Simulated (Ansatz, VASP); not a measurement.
BAs: VASP beside Ansatz

Contents of INCAR:

```
SYSTEM = BAs
ALGO = Normal
EDIFF = 1E-8
ENCUT = 520
GGA = CA
ISIF = 2
ISMEAR = -1
LASPH = .True.
LCHARG = .False.
LEFG = .True.
LREAL = .False.
LWAVE = .False.
NBANDS = 11
NELM = 80
PREC = Accurate
SIGMA = 0.05
```

The input KPOINTS:

```
k-points
0
Gamma
  13 13 13
  0 0 0
```

Contents of POSCAR:

```
BAs
1.0
    0.0000000000      2.4362700000      2.3885000000
    2.4362700000      0.0000000000      2.3885000000
    2.4362700000      2.4362700000      0.0000000000
B As
1 1
Direct
    0.0000000000      0.0000000000      0.0000000000
    0.7500000000      0.7500000000      0.7500000000
```

Input for Ansatz:

```yaml
crystal:
  lattice:
    - [0.0, 2.43627, 2.3885]
    - [2.43627, 0.0, 2.3885]
    - [2.43627, 2.43627, 0.0]
  atoms:
    - { symbol: B, position: [0.0, 0.0, 0.0] }
    - { symbol: As, position: [0.75, 0.75, 0.75] }
kpoints:
  mp_grid: { grid: [13, 13, 13] }
scf:
  occupations: { method: fermi_dirac, width: 0.05 }
hamiltonian:
  xc: lda
  pseudopotentials: { kind: all_electron, datasets: crystal }
output:
  forces: true
  stress: true
  eigenvalues: true
  efg: { contact_densities: true }
```

Change from the starting cell: equal xx and yy strain of +2 %, crystal datasets.

Alike in both runs: task electric field gradients; functional LDA; k mesh 13 × 13 × 13; occupations fermi-dirac, width 0.05 eV; no spin polarisation.

```csv
,VASP,Ansatz
version,VASP 6.6.1,Ansatz 0.2.0
potentials or method,"VASP PAW LDA potentials, release 64 (B, As), cutoff 520 eV","all-electron PAW with datasets made for the crystal, scalar-relativistic"
```

```tsv
	VASP	Ansatz	Ansatz less VASP
pressure (GPa)	-8.0	-8.7	-0.69
traceless stress, the component that is largest in VASP (GPa)	2.56	2.58	+0.012
size of Vzz on the site where it differs most (V/Å²)	2.5	2.3	-0.19
```

LDA's correlation is that of Perdew and Zunger in VASP and of Perdew and Wang (1992) in Ansatz. Ansatz ran all-electron here, and VASP with PAW potentials.
